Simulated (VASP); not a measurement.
**Os: single point with PBEsol**

Os:

```
Os
1.0
     2.49655    0.00000    0.00000
     0.00000    2.49655    0.00000
     0.00000    0.00000    2.49655
Os
1
Direct
  0.00000 0.00000 0.00000
```

This cell differs from its parent crystal: volume scaled by 0.96.

```json
{
  "Program": "VASP 6.6.1",
  "Task": "single point",
  "Functional": "PBEsol",
  "Potentials or basis": "VASP PAW PBE potentials, release 64 (Os)",
  "Cutoff": "520 eV",
  "k mesh": "14 × 14 × 14",
  "Occupations": "fermi-dirac, width 0.1 eV",
  "Spin": "no spin polarisation",
  "Dipole correction": "no",
  "Further INCAR settings": "ALGO = Normal; EDIFF = 1e-06; NBANDS = 10"
}
```

| Property | Result |
| --- | --- |
| Pressure | 14.2 GPa |
| Band gap on the k mesh | zero (band 4 reaches 13.49 eV, above the bottom of band 5 at 6.89 eV) |

Levels at points of the mesh, in eV from the Fermi level:
| k point | band 2 | band 3 | band 4 | band 5 | band 6 | band 7 |
| --- | --- | --- | --- | --- | --- | --- |
| (0.00, 0.00, 0.00) | -6.54 | -6.54 | 2.56 | 2.56 | 2.56 | 15.99 |
| (0.50, 0.00, 0.00) | -5.61 | -1.39 | -1.09 | -1.09 | 2.95 | 7.85 |
| (0.50, 0.50, 0.00) | -4.90 | -0.38 | -0.38 | 4.65 | 4.65 | 5.25 |
| (0.50, 0.50, 0.50) | -5.82 | -5.82 | 5.51 | 5.51 | 8.16 | 11.94 |

Wall time 5.6 s on 1 thread of Intel(R) Xeon(R) 6975P-C (Granite Rapids) (shared host), peak memory 0.14 GiB.

Caveat: the PAW data sets were made with another functional, which shifts forces and pressure a little; spin-orbit coupling is left out, which moves the levels of the heavy elements.
